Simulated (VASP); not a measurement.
# MgI2 in VASP: further runs

MgI2 is run at these levels: PBE, r2SCAN; tasks: single point.

Everything below comes from runs of VASP 6.6.1. Logs are shortened: lines on timing, memory, paths and dates and some standing lists are left out, and cuts for length are marked.

## (1) The cell of the first run

It takes space group Fm-3m (No. 225, cubic). The conventional cell has a = 7.394 Å, b = 7.394 Å, c = 7.394 Å, α = 90.00°, β = 90.00°, γ = 90.00°. Within 4.2 Å of Mg (site symmetry m-3m) lie 8 I at 3.20 Å. I (site symmetry -43m) has 4 Mg at 3.20 Å and 6 I at 3.70 Å within 4.2 Å.

## (2) Single point, PBE (strain -1.6%)

File INCAR:

```
PREC     = Accurate       # precision mode
ENCUT    = 520            # plane-wave cutoff, eV
EDIFF    = 1E-6           # SCF threshold, eV
ISMEAR   = -1             # smearing method
SIGMA    = 0.02           # smearing width, eV
LREAL    = False          # projectors in reciprocal space
LASPH    = True           # aspherical terms in the spheres
NELM     = 60             # most SCF steps
ALGO     = Normal         # electronic algorithm
ISIF     = 2              # what is computed and relaxed
LWAVE    = False          # write WAVECAR
LCHARG   = True           # write CHGCAR
GGA      = PE             # functional
LELF     = True           # ELF
LVHAR    = True         
NBANDS   = 15             # bands
```

File KPOINTS:

```
Automatic mesh
0
Gamma
  6 6 6
```

File POSCAR:

```
MgI2
1.0
    0.0000000000      3.6967557752      3.6967557752
    3.6967557752      0.0000000000      3.6967557752
    3.6967557752      3.6967557752      0.0000000000
Mg I
1 2
Direct
    0.0000000000      0.0000000000      0.0000000000
    0.2500000000      0.2500000000      0.2500000000
    0.7500000000      0.7500000000      0.7500000000
```

Potentials or basis: VASP PAW PBE potentials, release 64 (Mg, I).

Started as:

```bash
cat potpaw_PBE.64/Mg/POTCAR potpaw_PBE.64/I/POTCAR > POTCAR
mpirun -np 1 vasp_std > vasp.out
```

OUTCAR:

```text
PREC = Accurate
   ENCUT = 520
   EDIFF = 1E-6
   ISMEAR = -1
   LREAL = False
   LASPH = True
   NELM = 60
   ISIF = 2
   GGA = PE

 ion  position               nearest neighbor table
   1  0.000  0.000  0.000-   2 3.20   3 3.20   3 3.20   3 3.20   3 3.20   2 3.20   2 3.20   2 3.20

   2  0.250  0.250  0.250-   1 3.20   1 3.20   1 3.20   1 3.20
   3  0.750  0.750  0.750-   1 3.20   1 3.20   1 3.20   1 3.20

  LATTYP: Found a face centered cubic cell.
 ALAT       =     7.3935115504

  Lattice vectors:

 A1 = (   0.0000000000,   3.6967557752,   3.6967557752)
 A2 = (   3.6967557752,   0.0000000000,   3.6967557752)
 A3 = (   3.6967557752,   3.6967557752,   0.0000000000)

Analysis of symmetry for initial positions (statically):
=====================================================================
 Subroutine PRICEL returns:
 Original cell was already a primitive cell.

 Routine SETGRP: Setting up the symmetry group for a
 face centered cubic supercell.

 Subroutine GETGRP returns: Found 48 space group operations
 (whereof 48 operations were pure point group operations)
 out of a pool of 48 trial point group operations.

The static configuration has the point symmetry O_h .

Analysis of symmetry for dynamics (positions and initial velocities):
=====================================================================
 Subroutine PRICEL returns:
 Original cell was already a primitive cell.

 Routine SETGRP: Setting up the symmetry group for a
 face centered cubic supercell.

 Subroutine GETGRP returns: Found 48 space group operations
 (whereof 48 operations were pure point group operations)
 out of a pool of 48 trial point group operations.

The dynamic configuration has the point symmetry O_h .

 Subroutine INISYM returns: Found 48 space group operations
 (whereof 48 operations are pure point group operations),
 and found     1 'primitive' translations

----------------------------------------------------------------------------------------

                                     Primitive cell

  volume of cell :     101.0398

  direct lattice vectors                    reciprocal lattice vectors
     0.000000000  3.696755775  3.696755775    -0.135253728  0.135253728  0.135253728
     3.696755775  0.000000000  3.696755775     0.135253728 -0.135253728  0.135253728
     3.696755775  3.696755775  0.000000000     0.135253728  0.135253728 -0.135253728

  length of vectors
[... 83 lines left out ...]
   POTIM  = 0.5000    time-step for ionic-motion
   TEBEG  =    0.0;   TEEND  =   0.0 temperature during run
   PSTRESS=    0.0 pullay stress
   NELECT =      16.0000    total number of electrons
   NUPDOWN=      -1.0000    fix difference up-down
   EMIN   =  10.00;   EMAX   =-10.00  energy-range for DOS
   EFERMI =   0.00;   METHOD = LEGACY
   ISMEAR =    -1;   SIGMA  =   0.02  broadening in eV -4-tet -1-fermi 0-gaus
   EFERMI_NEDOS =   21; number of points for ismear=-14 and -15
   IALGO  =     38    algorithm
   IMIX   =      4    mixing-type and parameters
     AMIX     =   0.40;   BMIX     =  1.00
     AMIX_MAG =   1.60;   BMIX_MAG =  1.00
  volume/ion in A,a.u.               =      33.68       227.28
  Fermi-wavevector in a.u.,A,eV,Ry     =   0.885695  1.673720 10.673161  0.784455
  Thomas-Fermi vector in A             =   2.006762
   LORBIT       =      0    0 simple, 1 ext, 2 COOP (PROOUT), +10 PAW based schemes
   GGA     = PE    functional components
   LHFCALC =     F    Hartree Fock is set to
   AEXX    =    0.0000 exact exchange contribution
   IVDW    =     0    specifies the selected vdW correction
   LEPSILON=     F    determine dielectric tensor
   LRPA    =     F    only Hartree local field effects (RPA)
 non-spin polarized calculation
  energy-cutoff  :      520.00
  volume of cell :      101.04
 maximum number of plane-waves:      2764
   NGX = 19   NGY = 19   NGZ = 19

 number of electron      15.9999998 magnetization

 Free energy of the ion-electron system (eV)
  ---------------------------------------------------
  ext. energy  EPLUGINS =         0.00000000
  ---------------------------------------------------
  free energy    TOTEN  =        -6.37414815 eV

  energy without entropy =       -6.37414814  energy(sigma->0) =       -6.37414814

 E-fermi :   4.1290     XC(G=0):  -8.3084

 val. band max:        3.7815401831   @ k =   0.5000   0.5000   0.0000
 cond. band min:       4.4549652804   @ k =   0.0000   0.0000   0.0000
 fundamental gap:      0.6734250973
 Fermi energy:         4.1289650547

 k-point     1 :       0.0000    0.0000    0.0000
  band No.  band energies     occupation
      1      -9.4471      2.00000
      2      -7.6851      2.00000
      3       0.5836      2.00000
      4       0.5836      2.00000
      5       0.5836      2.00000
      6       2.5673      2.00000
      7       2.5673      2.00000
      8       2.5673      2.00000
      9       4.4550      0.00000
     10       6.7410      0.00000
     11       6.7410      0.00000
     12       6.7410      0.00000
     13       8.7894      0.00000
     14       8.7894      0.00000
[... 257 lines left out ...]
      2      -8.3915      2.00000
      3      -1.2569      2.00000
      4      -0.5035      2.00000
      5       0.4065      2.00000
      6       2.0361      2.00000
      7       3.3431      2.00000
      8       3.6461      2.00000
      9       5.3591      0.00000
     10       8.2696      0.00000
     11       8.7579      0.00000
     12       9.6959      0.00000
     13      11.3112      0.00000
     14      11.3684      0.00000
     15      11.5215      0.00000

------------------------ aborting loop because EDIFF is reached ----------------------------------------

  FORCE on cell =-STRESS in cart. coord.  units (eV):
  Direction    XX          YY          ZZ          XY          YZ          ZX
  --------------------------------------------------------------------------------------
  -------------------------------------------------------------------------------------
  Total        1.0899677      1.0899677      1.0899677     -0.0000000     -0.0000000      0.0000000
  in kB       17.2835095     17.2835095     17.2835095     -0.0000000     -0.0000000      0.0000000
  external PRESSURE =      17.2835095 kB  Pullay stress =       0.0000000 kB

 VOLUME and BASIS-vectors are now :
 -----------------------------------------------------------------------------
  energy-cutoff  :      520.00
  volume of cell :      101.04
      direct lattice vectors                 reciprocal lattice vectors
     0.000000000  3.696755775  3.696755775    -0.135253728  0.135253728  0.135253728
     3.696755775  0.000000000  3.696755775     0.135253728 -0.135253728  0.135253728
     3.696755775  3.696755775  0.000000000     0.135253728  0.135253728 -0.135253728

 POSITION                                       TOTAL-FORCE (eV/Angst)
 -----------------------------------------------------------------------------------
      0.00000      0.00000      0.00000        -0.000000      0.000000      0.000000
      1.84838      1.84838      1.84838         0.000000     -0.000000     -0.000000
      5.54513      5.54513      5.54513        -0.000000      0.000000      0.000000
 -----------------------------------------------------------------------------------
    total drift:                                0.000000     -0.000000      0.000000

  FREE ENERGIE OF THE ION-ELECTRON SYSTEM (eV)
  ---------------------------------------------------
  free  energy   TOTEN  =        -6.3741481451 eV

  energy  without entropy=       -6.3741481446  energy(sigma->0) =       -6.37414814
```

stdout:

```text
POSCAR found type information on POSCAR MgI
 POSCAR found :  2 types and       3 ions
 scaLAPACK will be used
 LDA part: xc-table for (Slater+PW92), standard interpolation
 POSCAR, INCAR and KPOINTS ok, starting setup
 FFT: planning ... GRIDC
 FFT: planning ... GRID_SOFT
 FFT: planning ... GRID
 WAVECAR not read
 entering main loop
```

Run time: 26 s. Hardware: 1 thread of Oxide Virtual Turin-like, shared host; peak memory 0.21 GiB.

Results:

```
Free energy            : -6.3741 eV
Pressure               : 1.7 GPa
Band gap on the k mesh : 0.67 eV (least direct gap 0.94 eV)
```

Levels at points of the mesh, in eV from the valence-band top:
```tsv
k point	band 5	band 6	band 7	band 8	band 9	band 10	band 11	band 12
(0.00, 0.00, 0.00)	-3.20	-1.21	-1.21	-1.21	0.67	2.96	2.96	2.96
(0.50, 0.00, 0.00)	-2.72	-2.72	-2.46	-2.46	2.77	5.06	5.06	5.96
(0.50, 0.50, 0.00)	-4.04	-0.55	-0.55	0.00	0.94	4.14	6.48	6.48
```

Caveat: the cell differs from its parent crystal (strain -1.6%); the structure was generated, so it needn't be the stable form of MgI2; semilocal functionals underestimate gaps, and a narrow one can read as zero; spin-orbit coupling is left out, which moves the levels of the heavy elements. A k mesh can miss the band edges.

## (3) Single point, r2SCAN (strain -1.6%)

POSCAR is that of step 2.

File INCAR.step1:

```
SYSTEM = MgI2
PREC     = Accurate       ! precision mode
ENCUT    = 520            ! plane-wave cutoff, eV
ISMEAR   = 0              ! smearing method
SIGMA    = 0.01           ! smearing width, eV
LREAL    = .FALSE.        ! projectors in reciprocal space
LASPH    = .TRUE.         ! aspherical terms in the spheres
NELM     = 100            ! most SCF steps
NBANDS   = 15             ! bands
GGA      = PE             ! functional
ALGO     = Normal         ! electronic algorithm
EDIFF    = 1E-4           ! SCF threshold, eV
LWAVE    = .TRUE.         ! write WAVECAR
LCHARG   = .FALSE.        ! write CHGCAR
```

File INCAR.step2:

```
SYSTEM = MgI2
PREC     = Accurate       ! precision mode
ENCUT    = 520            ! plane-wave cutoff, eV
EDIFF    = 1E-7           ! SCF threshold, eV
ISMEAR   = 0              ! smearing method
SIGMA    = 0.01           ! smearing width, eV
LREAL    = .FALSE.        ! projectors in reciprocal space
LASPH    = .TRUE.         ! aspherical terms in the spheres
NELM     = 100            ! most SCF steps
ALGO     = Normal         ! electronic algorithm
ISIF     = 2              ! what is computed and relaxed
LWAVE    = .FALSE.        ! write WAVECAR
LCHARG   = .FALSE.        ! write CHGCAR
METAGGA  = R2SCAN         ! meta-GGA
LMIXTAU  = .TRUE.       
NBANDS   = 15             ! bands
ISTART   = 1
```

File KPOINTS:

```
regular mesh
0
G
  6 6 6
  0 0 0
```

Potentials or basis: VASP PAW PBE potentials, release 64 (Mg, I).

Started as:

```bash
cat potpaw_PBE.64/Mg/POTCAR potpaw_PBE.64/I/POTCAR > POTCAR
cp INCAR.step1 INCAR
mpirun -np 1 vasp_std > vasp.out
cp INCAR.step2 INCAR
mpirun -np 1 vasp_std > vasp.out
```

It took 2.2 min on 1 thread of Oxide Virtual Turin-like, shared host; peak memory 0.23 GiB.

It converged, with:

- Free energy: -55.4369 eV
- Pressure: 1.5 GPa
- Band gap on the k mesh: 1.37 eV

Levels at points of the mesh, in eV from the valence-band top:
```tsv
k point	band 5	band 6	band 7	band 8	band 9	band 10	band 11	band 12
(0.00, 0.00, 0.00)	-3.30	-1.26	-1.26	-1.26	1.40	3.38	3.38	3.38
(0.50, 0.00, 0.00)	-2.79	-2.76	-2.53	-2.53	3.35	5.61	5.61	6.27
(0.50, 0.50, 0.00)	-4.15	-0.58	-0.58	0.00	1.37	4.84	7.07	7.10
```

Caveat: the cell differs from its parent crystal (strain -1.6%); the structure was generated, so it needn't be the stable form of MgI2; the PAW data sets were made with another functional, which shifts forces and pressure a little; spin-orbit coupling is left out, which moves the levels of the heavy elements. A k mesh can miss the band edges.

## (4) Single point, PBE (uniaxial z strain -1.9%)

File INCAR:

```
SYSTEM = MgI2
PREC = Accurate ; ENCUT = 520
EDIFF = 1E-6 ; ISMEAR = -1
SIGMA = 0.02 ; LREAL = .False.
LASPH = .True. ; NELM = 80
ALGO = Normal ; ISIF = 2
LWAVE = .False. ; LCHARG = .False.
GGA = PE ; NBANDS = 15
```

File KPOINTS:

```
Automatic mesh
0
Gamma
  6 6 6
  0 0 0
```

File POSCAR:

```
MgI2
1.0
    0.0000000000      3.7557205885      3.6847374693
    3.7557205885      0.0000000000      3.6847374693
    3.7557205885      3.7557205885      0.0000000000
Mg I
1 2
Direct
    0.0000000000      0.0000000000      0.0000000000
    0.2500000000      0.2500000000      0.2500000000
    0.7500000000      0.7500000000      0.7500000000
```

Started as:

```bash
cat potpaw_PBE.64/Mg/POTCAR potpaw_PBE.64/I/POTCAR > POTCAR
mpirun -np 1 vasp_std > vasp.out
```

Run time: 52 s. Hardware: 1 thread of Oxide Virtual Turin-like, shared host; peak memory 0.22 GiB.

It converged, with:

```
Free energy            : -6.3892 eV
Pressure               : 0.8 GPa
Band gap on the k mesh : 0.50 eV (least direct gap 0.83 eV)
```

Stress tensor (GPa, compression positive):
```
0.18 0.00 0.00
0.00 0.18 0.00
0.00 0.00 1.95
```

Levels at points of the mesh, in eV from the valence-band top:
| k point | band 4 | band 5 | band 6 | band 7 | band 8 | band 9 | band 10 | band 11 | band 12 | band 13 |
| --- | --- | --- | --- | --- | --- | --- | --- | --- | --- | --- |
| (0.00, 0.00, 0.00) | -3.12 | -3.12 | -1.34 | -1.34 | -1.10 | 0.50 | 2.94 | 2.94 | 2.95 | 4.93 |
| (0.50, 0.00, 0.00) | -2.73 | -2.72 | -2.67 | -2.46 | -2.44 | 2.59 | 4.91 | 4.99 | 5.86 | 6.45 |
| (0.50, 0.50, 0.00) | -3.99 | -3.99 | -0.66 | -0.66 | 0.00 | 0.83 | 3.95 | 6.34 | 6.34 | 6.39 |
| (0.50, 0.00, 0.50) | -4.02 | -3.91 | -0.73 | -0.49 | -0.16 | 0.94 | 4.01 | 6.22 | 6.39 | 6.43 |

Caveat: the cell differs from its parent crystal (uniaxial z strain -1.9%); the structure was generated, so it needn't be the stable form of MgI2; semilocal functionals underestimate gaps, and a narrow one can read as zero; spin-orbit coupling is left out, which moves the levels of the heavy elements.

[end of part 1 of 2]
